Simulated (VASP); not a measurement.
# NbZn3 (Pm-3m) in VASP: a series of runs, part 2 of 2

VASP 6.6.1. Earlier steps stand in the parts before.

**3. Single point, LDA**

The input, INCAR:

```
PREC = Accurate
ENCUT = 520
EDIFF = 1E-6
ISMEAR = 1
SIGMA = 0.3
LREAL = False
LASPH = True
NELM = 60
ALGO = Normal
ISIF = 2
LWAVE = False
LCHARG = False
GGA = CA
NBANDS = 32
```

The input, KPOINTS:

```
Automatic mesh
0
Gamma
  6 6 6
  0.5 0.5 0.5
```

The input, POSCAR:

```
NbZn3
1.0
    3.9340000000      0.0000000000      0.0000000000
    0.0000000000      3.9340000000      0.0000000000
    0.0000000000      0.0000000000      3.9340000000
Nb Zn
1 3
Direct
    0.0000000000      0.0000000000      0.0000000000
    0.0000000000      0.5000000000      0.5000000000
    0.5000000000      0.0000000000      0.5000000000
    0.5000000000      0.5000000000      0.0000000000
```

Potentials or basis: VASP PAW LDA potentials, release 64 (Nb_sv, Zn).

Run with:

```console
> cat potpaw_LDA.64/Nb_sv/POTCAR potpaw_LDA.64/Zn/POTCAR > POTCAR
> mpirun -np 1 vasp_std > vasp.out
```

OUTCAR:

```text
PREC = Accurate
   ENCUT = 520
   EDIFF = 1E-6
   ISMEAR = 1
   LREAL = False
   LASPH = True
   NELM = 60
   ISIF = 2
   GGA = CA

 ion  position               nearest neighbor table
   1  0.000  0.000  0.000-   2 2.78   3 2.78   4 2.78   2 2.78   3 2.78   2 2.78   4 2.78   2 2.78
                             3 2.78   4 2.78   3 2.78   4 2.78
   2  0.000  0.500  0.500-   1 2.78   3 2.78   4 2.78   1 2.78   4 2.78   1 2.78   3 2.78   1 2.78
                             3 2.78   4 2.78   4 2.78   3 2.78
   3  0.500  0.000  0.500-   1 2.78   2 2.78   4 2.78   1 2.78   4 2.78   2 2.78   4 2.78   4 2.78
                             1 2.78   2 2.78   1 2.78   2 2.78
   4  0.500  0.500  0.000-   1 2.78   2 2.78   3 2.78   2 2.78   3 2.78   1 2.78   3 2.78   3 2.78
                             1 2.78   2 2.78   2 2.78   1 2.78

  LATTYP: Found a simple cubic cell.
 ALAT       =     3.9340000000

  Lattice vectors:

 A1 = (   3.9340000000,   0.0000000000,   0.0000000000)
 A2 = (   0.0000000000,   3.9340000000,   0.0000000000)
 A3 = (   0.0000000000,   0.0000000000,   3.9340000000)

Analysis of symmetry for initial positions (statically):
[... 164 lines left out ...]

 val. band max:        4.7950973811   @ k =   0.4167   0.4167   0.0833
 cond. band min:       5.2218533269   @ k =   0.4167   0.2500   0.0833
 fundamental gap:      0.4267559458
 Fermi energy:         5.1653754030

 k-point     1 :       0.0833    0.0833    0.0833
  band No.  band energies     occupation
      1     -49.2556      2.00000
      2     -25.4854      2.00000
      3     -25.4844      2.00000
      4     -25.4844      2.00000
      5      -3.8864      2.00000
      6      -2.4990      2.00000
[... 339 lines left out ...]
     31      10.2434     -0.00000
     32      11.0146     -0.00000

------------------------ aborting loop because EDIFF is reached ----------------------------------------

  FORCE on cell =-STRESS in cart. coord.  units (eV):
  Direction    XX          YY          ZZ          XY          YZ          ZX
  --------------------------------------------------------------------------------------
  -------------------------------------------------------------------------------------
  Total       -3.4811236     -3.4811236     -3.4811236      0.0000000      0.0000000     -0.0000000
  in kB      -91.6066420    -91.6066420    -91.6066420      0.0000000      0.0000000     -0.0000000
  external PRESSURE =     -91.6066420 kB  Pullay stress =       0.0000000 kB

 VOLUME and BASIS-vectors are now :
 -----------------------------------------------------------------------------
  energy-cutoff  :      520.00
  volume of cell :       60.88
      direct lattice vectors                 reciprocal lattice vectors
     3.934000000  0.000000000  0.000000000     0.254194204  0.000000000  0.000000000
     0.000000000  3.934000000  0.000000000     0.000000000  0.254194204  0.000000000
     0.000000000  0.000000000  3.934000000     0.000000000  0.000000000  0.254194204

 POSITION                                       TOTAL-FORCE (eV/Angst)
 -----------------------------------------------------------------------------------
      0.00000      0.00000      0.00000         0.000000      0.000000      0.000000
      0.00000      1.96700      1.96700         0.000000      0.000000      0.000000
      1.96700      0.00000      1.96700         0.000000      0.000000      0.000000
      1.96700      1.96700      0.00000         0.000000      0.000000      0.000000
 -----------------------------------------------------------------------------------
    total drift:                                0.000000      0.000000     -0.000000

  FREE ENERGIE OF THE ION-ELECTRON SYSTEM (eV)
  ---------------------------------------------------
  free  energy   TOTEN  =       -17.5344300077 eV

  energy  without entropy=      -17.5308432850  energy(sigma->0) =      -17.53323443
```

OSZICAR:

```text
N       E                     dE             d eps       ncg     rms          rms(c)
DAV:   1     0.419698653886E+03    0.41970E+03   -0.23632E+04   640   0.227E+03
DAV:   2     0.191024645157E+02   -0.40060E+03   -0.38744E+03   648   0.521E+02
DAV:   3    -0.166505042729E+02   -0.35753E+02   -0.34566E+02   800   0.155E+02
DAV:   4    -0.185925894145E+02   -0.19421E+01   -0.19298E+01  1000   0.312E+01
DAV:   5    -0.186230655906E+02   -0.30476E-01   -0.30462E-01   832   0.334E+00    0.841E+00
DAV:   6    -0.176344984674E+02    0.98857E+00   -0.33377E+00   848   0.265E+01    0.455E+00
DAV:   7    -0.175622808557E+02    0.72218E-01   -0.34225E-01   792   0.507E+00    0.187E+00
DAV:   8    -0.175378580687E+02    0.24423E-01   -0.41816E-02   856   0.240E+00    0.800E-01
DAV:   9    -0.175345724523E+02    0.32856E-02   -0.15760E-02   792   0.152E+00    0.198E-01
DAV:  10    -0.175345197234E+02    0.52729E-04   -0.21367E-03   848   0.356E-01    0.765E-02
DAV:  11    -0.175344296304E+02    0.90093E-04   -0.36623E-04   856   0.173E-01    0.176E-02
DAV:  12    -0.175344301944E+02   -0.56402E-06   -0.34894E-05   848   0.446E-02    0.545E-03
DAV:  13    -0.175344300077E+02    0.18671E-06   -0.20650E-06   560   0.165E-02
   1 F= -.17534430E+02 E0= -.17533234E+02  d E =-.358672E-02
```

It took 20 s on 1 thread of AMD EPYC 7R13, shared host; peak memory 0.15 GiB.

Results:

- Free energy: -17.5344 eV
- Pressure: -9.2 GPa

**4. Single point, LDA**

The input, INCAR:

```
  PREC = Accurate
  ENCUT = 520
  EDIFF = 1E-6
  ISMEAR = 1
  SIGMA = 0.2
  LREAL = F
  LASPH = T
  NELM = 80
  ALGO = Normal
  ISIF = 2
  LWAVE = F
  LCHARG = T
  GGA = CA
  LELF = T
  LVHAR = T
  NBANDS = 32
```

KPOINTS is that of step 3.

POSCAR is that of step 3.

Run with:

```console
> cat potpaw_LDA.64/Nb_sv/POTCAR potpaw_LDA.64/Zn/POTCAR > POTCAR
> mpirun -np 1 vasp_std > vasp.out
```

It took 19 s on 1 thread of AMD EPYC 7R13, shared host; peak memory 0.15 GiB.

The run converged. Its results:

- Free energy: -17.5309 eV
- Pressure: -9.1 GPa

Levels at points of the mesh, in eV from the Fermi level:
```tsv
k point	band 22	band 23	band 24	band 25	band 26	band 27
(0.08, 0.08, 0.08)	-1.85	-0.61	0.36	0.36	1.58	1.58
```

**5. Single point, LDA**

The input, INCAR:

```
  ALGO = Normal
  EDIFF = 1E-6
  ENCUT = 520
  GGA = CA
  ISIF = 2
  ISMEAR = 1
  LASPH = True
  LCHARG = True
  LELF = True
  LREAL = False
  LVHAR = True
  LWAVE = False
  NBANDS = 32
  NELM = 60
  PREC = Accurate
  SIGMA = 0.1
```

KPOINTS is that of step 4.

POSCAR is that of step 4.

Run with:

```console
> cat potpaw_LDA.64/Nb_sv/POTCAR potpaw_LDA.64/Zn/POTCAR > POTCAR
> mpirun -np 1 vasp_std > vasp.out
```

Wall time 26 s (1 thread of AMD EPYC 7R13, shared host); peak memory 0.15 GiB.

The run converged. Its results:

```yaml
Free_energy: -17.5259 eV
Pressure: -9.1 GPa
```

Levels at points of the mesh, in eV from the Fermi level:
```
           k point  band 21  band 22  band 23  band 24  band 25  band 26  band 27  band 28
(0.08, 0.08, 0.08)    -1.86    -1.86    -0.63     0.34     0.34     1.56     1.56     2.00
```

**6. Overview**

```tsv
smearing	gap on the mesh (eV)	pressure (GPa)
methfessel-paxton 0.5 eV	none	-9.2
methfessel-paxton 0.3 eV	none	-9.2
methfessel-paxton 0.2 eV	none	-9.1
methfessel-paxton 0.1 eV	none	-9.1
```

Alike in all rows: task single point; level LDA; potentials or basis VASP PAW LDA potentials, release 64 (Nb_sv, Zn); no spin polarisation; cell as given; k mesh 6 × 6 × 6, shifted; cutoff (eV) 520.

Every run on the cell as given and a fine mesh finds a metal.

Absolute energies hang on the potentials; compare differences alone.
